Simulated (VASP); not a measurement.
# BaNa2MnP2O8 (P-3m1) in VASP: single point with r2SCAN

Aim: the single point of BaNa2MnP2O8 with r2SCAN.

All numbers are computed with VASP 6.6.1; they aren't measurements. Logs are shortened: lines on timing, memory, paths and dates and some standing lists are left out, and cuts for length are marked.

## 1. The cell of the first run

The structure is trigonal, space group P-3m1 (No. 164). The conventional cell has a = 5.410 Å, b = 5.410 Å, c = 7.031 Å, α = 90.00°, β = 90.00°, γ = 120.00°. Na (site symmetry 3m) has 10 O at 2.34 to 2.98 Å within 3.1 Å. Ba (site symmetry -3m) has 12 O at 2.76 to 3.13 Å and 2 Mn at 3.52 Å and 6 P at 3.52 Å within 3.6 Å. Mn (site symmetry -3m) has 6 O at 2.14 Å within 2.8 Å. P (site symmetry 3m) has 4 O at 1.53 to 1.55 Å within 2.0 Å. O (site symmetry 3m) has 1 P at 1.53 Å within 2.0 Å. O (site symmetry m) has 1 P at 1.55 Å within 2.1 Å.

## 2. Single point, r2SCAN, collinear spin, ferromagnetic start

POSCAR

```
BaNa2MnP2O8
1.0
    5.4099033088      0.0000000000      0.0000000000
   -2.7049516544      4.6851136975      0.0000000000
    0.0000000000      0.0000000000      7.0308243168
Na Ba Mn P O
2 1 1 2 8
Direct
    0.3333333333      0.6666666667      0.1821852436
    0.6666666667      0.3333333333      0.8178147564
    0.0000000000      0.0000000000      0.5000000000
    0.0000000000      0.0000000000      0.0000000000
    0.3333333333      0.6666666667      0.7323290723
    0.6666666667      0.3333333333      0.2676709277
    0.3333333333      0.6666666667      0.5153050611
    0.6666666667      0.3333333333      0.4846949389
    0.8207863010      0.6415726020      0.1889473116
    0.8207863010      0.1792136990      0.1889473116
    0.3584273980      0.1792136990      0.1889473116
    0.1792136990      0.3584273980      0.8110526884
    0.1792136990      0.8207863010      0.8110526884
    0.6415726020      0.8207863010      0.8110526884
```

INCAR.step1

```
SYSTEM = BaNa2MnP2O8
PREC = Accurate
ENCUT = 660
ISMEAR = 0
SIGMA = 0.05
LREAL = .False.
LASPH = .True.
NELM = 200
ISPIN = 2
MAGMOM = 0 0 0 4.65 0 0 0 0 0 0 0 0 0 0
LMAXMIX = 4
NBANDS = 64
GGA = PE
ALGO = Normal
EDIFF = 1E-5
LWAVE = .True.
LCHARG = .False.
GGA_COMPAT = .False.
KPAR = 4
```

INCAR.step2

```
SYSTEM = BaNa2MnP2O8
PREC = Accurate
ENCUT = 660
EDIFF = 1E-6
ISMEAR = 0
SIGMA = 0.05
LREAL = .False.
LASPH = .True.
NELM = 200
ALGO = Normal
ISIF = 2
LWAVE = .False.
LCHARG = .False.
ISPIN = 2
MAGMOM = 0 0 0 4.65 0 0 0 0 0 0 0 0 0 0
LORBIT = 11
LMAXMIX = 4
METAGGA = R2SCAN
LMIXTAU = .True.
NBANDS = 64
ISTART = 1
GGA_COMPAT = .False.
KPAR = 4
```

KPOINTS

```
Automatic mesh
0
Gamma
  4 4 4
  0 0 0
```

Potentials or basis: VASP PAW PBE potentials, release 64 (Na_pv, Ba_sv, Mn_pv, P, O).

Command:

```console
$ cat potpaw_PBE.64/Na_pv/POTCAR potpaw_PBE.64/Ba_sv/POTCAR potpaw_PBE.64/Mn_pv/POTCAR potpaw_PBE.64/P/POTCAR potpaw_PBE.64/O/POTCAR > POTCAR
$ cp INCAR.step1 INCAR
$ mpirun -np 4 vasp_std > vasp.out
$ cp INCAR.step2 INCAR
$ mpirun -np 4 vasp_std > vasp.out
```

OUTCAR:

```text
SYSTEM = BaNa2MnP2O8
   PREC = Accurate
   ENCUT = 660
   EDIFF = 1E-6
   ISMEAR = 0
   LREAL = .False.
   LASPH = .True.
   NELM = 200
   ISIF = 2
   ISPIN = 2
   LORBIT = 11
   METAGGA = R2SCAN
   ISTART = 1

 ion  position               nearest neighbor table
   1  0.333  0.667  0.182-   7 2.34
   2  0.667  0.333  0.818-   8 2.34
   3  0.000  0.000  0.500-  10 2.76  11 2.76  13 2.76  14 2.76   9 2.76  12 2.76   7 3.13   8 3.13
                             8 3.13   7 3.13   8 3.13   7 3.13   4 3.52   4 3.52   6 3.52   5 3.52
   4  0.000  0.000  0.000-  10 2.14  11 2.14  13 2.14  14 2.14   9 2.14  12 2.14   3 3.52   3 3.52

   5  0.333  0.667  0.732-   7 1.53  13 1.55  14 1.55  12 1.55   3 3.52   3 3.52   3 3.52
   6  0.667  0.333  0.268-   8 1.53  10 1.55  11 1.55   9 1.55   3 3.52   3 3.52   3 3.52
   7  0.333  0.667  0.515-   5 1.53   1 2.34   3 3.13   3 3.13   3 3.13
   8  0.667  0.333  0.485-   6 1.53   2 2.34   3 3.13   3 3.13   3 3.13
   9  0.821  0.642  0.189-   6 1.55   4 2.14   3 2.76
  10  0.821  0.179  0.189-   6 1.55   4 2.14   3 2.76
  11  0.358  0.179  0.189-   6 1.55   4 2.14   3 2.76
  12  0.179  0.358  0.811-   5 1.55   4 2.14   3 2.76
  13  0.179  0.821  0.811-   5 1.55   4 2.14   3 2.76
  14  0.642  0.821  0.811-   5 1.55   4 2.14   3 2.76

  LATTYP: Found a hexagonal cell.
 ALAT       =     5.4099033088
 C/A-ratio  =     1.2996210682

  Lattice vectors:

 A1 = (   5.4099033088,   0.0000000000,   0.0000000000)
 A2 = (  -2.7049516544,   4.6851136975,   0.0000000000)
 A3 = (   0.0000000000,   0.0000000000,   7.0308243168)

Analysis of symmetry for initial positions (statically):
=====================================================================
 Subroutine PRICEL returns:
 Original cell was already a primitive cell.

 Routine SETGRP: Setting up the symmetry group for a
 hexagonal supercell.

 Subroutine GETGRP returns: Found 12 space group operations
 (whereof 12 operations were pure point group operations)
 out of a pool of 24 trial point group operations.

The static configuration has the point symmetry D_3d.

Analysis of symmetry for dynamics (positions and initial velocities):
=====================================================================
 Subroutine PRICEL returns:
 Original cell was already a primitive cell.

 Routine SETGRP: Setting up the symmetry group for a
 hexagonal supercell.

 Subroutine GETGRP returns: Found 12 space group operations
 (whereof 12 operations were pure point group operations)
 out of a pool of 24 trial point group operations.

[... 990 lines left out ...]

 spin component 2

 k-point     1 :       0.0000    0.0000    0.0000
  band No.  band energies     occupation
      1     -41.4646      1.00000
      2     -41.4504      1.00000
      3     -41.4504      1.00000
      4     -23.5826      1.00000
      5     -20.6632      1.00000
      6     -20.6611      1.00000
[... 795 lines left out ...]
     58      12.1309      0.00000
     59      12.2290      0.00000
 [bands above 59 left out]

------------------------ aborting loop because EDIFF is reached ----------------------------------------

  FORCE on cell =-STRESS in cart. coord.  units (eV):
  Direction    XX          YY          ZZ          XY          YZ          ZX
  --------------------------------------------------------------------------------------
  -------------------------------------------------------------------------------------
  Total       -0.7419616     -0.7419616     -0.3829051      0.0000000      0.0000000      0.0000000
  in kB       -6.6707728     -6.6707728     -3.4425945      0.0000000      0.0000000      0.0000000
  external PRESSURE =      -5.5947134 kB  Pullay stress =       0.0000000 kB

 VOLUME and BASIS-vectors are now :
 -----------------------------------------------------------------------------
  energy-cutoff  :      660.00
  volume of cell :      178.20
      direct lattice vectors                 reciprocal lattice vectors
     5.409903309  0.000000000  0.000000000     0.184846187  0.106720996  0.000000000
    -2.704951654  4.685113698  0.000000000     0.000000000  0.213441992  0.000000000
     0.000000000  0.000000000  7.030824317     0.000000000  0.000000000  0.142230833

 POSITION                                       TOTAL-FORCE (eV/Angst)
 -----------------------------------------------------------------------------------
     -0.00000      3.12341      1.28091        -0.000000     -0.000000     -0.030436
      2.70495      1.56170      5.74991         0.000000     -0.000000      0.030436
      0.00000      0.00000      3.51541         0.000000     -0.000000      0.000000
      0.00000      0.00000      0.00000        -0.000000     -0.000000      0.000000
     -0.00000      3.12341      5.14888         0.000000     -0.000000      0.064746
      2.70495      1.56170      1.88195        -0.000000     -0.000000     -0.064746
     -0.00000      3.12341      3.62302         0.000000     -0.000000      0.107534
      2.70495      1.56170      3.40780        -0.000000     -0.000000     -0.107534
      2.70495      3.00584      1.32846         0.000000     -0.173080      0.019587
      3.95561      0.83964      1.32846        -0.149892      0.086540      0.019587
      1.45429      0.83964      1.32846         0.149892      0.086540      0.019587
      0.00000      1.67927      5.70237        -0.000000      0.173080     -0.019587
     -1.25066      3.84548      5.70237         0.149892     -0.086540     -0.019587
      1.25066      3.84548      5.70237        -0.149892     -0.086540     -0.019587
 -----------------------------------------------------------------------------------
    total drift:                               -0.000000      0.000000      0.000000

  FREE ENERGIE OF THE ION-ELECTRON SYSTEM (eV)
  ---------------------------------------------------
  free  energy   TOTEN  =      -151.1258158825 eV

  energy  without entropy=     -151.1258158825  energy(sigma->0) =     -151.12581588

 total charge

# of ion       s       p       d       tot
------------------------------------------
    1        0.027   5.975   0.000   6.002
    2        0.027   5.975   0.000   6.002
    3        2.009   5.661   0.224   7.894
    4        0.175   6.160   4.959  11.293
    5        0.900   1.512   0.000   2.412
    6        0.900   1.512   0.000   2.412
    7        1.565   3.602   0.000   5.168
    8        1.565   3.602   0.000   5.168
    9        1.561   3.633   0.000   5.194
   10        1.561   3.633   0.000   5.194
   11        1.561   3.633   0.000   5.194
   12        1.561   3.633   0.000   5.194
   13        1.561   3.633   0.000   5.194
   14        1.561   3.633   0.000   5.194
--------------------------------------------------
tot         16.537  55.796   5.183  77.516

 magnetization (x)

# of ion       s       p       d       tot
------------------------------------------
    1       -0.000  -0.000   0.000  -0.000
    2       -0.000  -0.000   0.000  -0.000
    3       -0.000  -0.000  -0.000  -0.000
    4        0.015   0.018   4.536   4.569
    5        0.006   0.011   0.000   0.017
    6        0.006   0.011   0.000   0.017
    7        0.001   0.007   0.000   0.008
    8        0.001   0.007   0.000   0.008
    9        0.006   0.022   0.000   0.028
   10        0.006   0.022   0.000   0.028
   11        0.006   0.022   0.000   0.028
   12        0.006   0.022   0.000   0.028
   13        0.006   0.022   0.000   0.028
   14        0.006   0.022   0.000   0.028
--------------------------------------------------
tot          0.067   0.186   4.536   4.788
```

OUTCAR.step1:

```text
SYSTEM = BaNa2MnP2O8
   PREC = Accurate
   ENCUT = 660
   ISMEAR = 0
   LREAL = .False.
   LASPH = .True.
   NELM = 200
[... 1890 lines left out ...]
      0.00000      1.67927      5.70237         0.000000     -0.416867      0.180106
     -1.25066      3.84548      5.70237        -0.361018      0.208434      0.180106
      1.25066      3.84548      5.70237         0.361018      0.208434      0.180106
 -----------------------------------------------------------------------------------
    total drift:                               -0.000000      0.000000      0.000000

  FREE ENERGIE OF THE ION-ELECTRON SYSTEM (eV)
  ---------------------------------------------------
  free  energy   TOTEN  =       -96.6279855906 eV

  energy  without entropy=      -96.6279855906  energy(sigma->0) =      -96.62798559
```

Wall time 8.9 min (4 MPI ranks of Intel Xeon Platinum 8375C at 2.90GHz (Ice Lake), shared host); peak memory 0.76 GiB.

Results:

| Item | Value |
| --- | --- |
| Free energy | -151.1258 eV |
| Pressure | -0.6 GPa |
| Largest force | 0.174 eV/Å |
| Band gap on the k mesh | 3.45 eV, indirect (least direct gap 3.50 eV) |
| Net moment | 5.00 μB per cell |
| Site moments | Na -0.00; Ba -0.00; Mn +4.57; P +0.02; O +0.01, +0.03 μB |
| Valence electrons inside the program's atomic spheres | Na 6.00; Ba 7.89; Mn 11.29; P 2.41; O 5.17, 5.19 |

Forces on the atoms (eV/Å):
```
Na   0.000  0.000 -0.030
Na   0.000  0.000  0.030
Ba   0.000  0.000  0.000
Mn   0.000  0.000  0.000
P    0.000  0.000  0.065
P    0.000  0.000 -0.065
O    0.000  0.000  0.108
O    0.000  0.000 -0.108
O    0.000 -0.173  0.020
O   -0.150  0.087  0.020
O    0.150  0.087  0.020
O    0.000  0.173 -0.020
O    0.150 -0.087 -0.020
O   -0.150 -0.087 -0.020
```

Caveat: the PAW data sets were made with another functional, which shifts forces and pressure a little; spin-orbit coupling is left out, which moves the levels of the heavy elements; a cell with one magnetic atom can't hold antiferromagnetic order, which such compounds often take. r2SCAN opens gaps a little over a GGA but as a rule still falls short of measured ones.
